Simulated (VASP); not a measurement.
Runs of VASP 6.6.1 on YN. The structure is that of space group Fm-3m (No. 225), or close to it. The cells are those of the table. 

```tsv
task	cell	cutoff (eV)	gap on the mesh (eV)	pressure (GPa)
single point	a = 3.516 Å, angles 60.0°, 2 atoms	600	0.23	-13.9
electric field gradients	a = 3.425 Å, angles 60.0°, 2 atoms	520	0.10	-2.5
electric field gradients	a = 3.437 Å, angles 60.0°, 2 atoms	520	0.12	(c)
electric field gradients	a = 3.449 Å, angles 60.0°, 2 atoms	520	0.13	(b)
electric field gradients	a = 3.460 Å, angles 60.0°, 2 atoms	520	0.15	(a)
electric field gradients	a = 3.379 Å, angles 60.0°, 2 atoms	520	-	5.2
electric field gradients	a = 3.378 Å, angles 60.0°, 2 atoms	520	-	5.3
electric field gradients	a = 3.402 Å, angles 60.0°, 2 atoms	520	0.06	1.2
```

Alike in all rows: level LDA; potentials or basis VASP PAW LDA potentials, release 64 (Y_sv, N); no spin polarisation; k mesh 9 × 9 × 9; smearing fermi-dirac 0.03 eV.

Q: Fill in the values left out.

A: (a) -7.3; (b) -5.8; (c) -4.2.

Caveats: an odd mesh through Γ misses points on the zone boundary, where band edges can lie (at least some runs); the cell stands under tension (at least some runs); the cell stands under pressure (at least some runs).

A k mesh can miss the band edges, and the runs leave out spin-orbit coupling on Y.
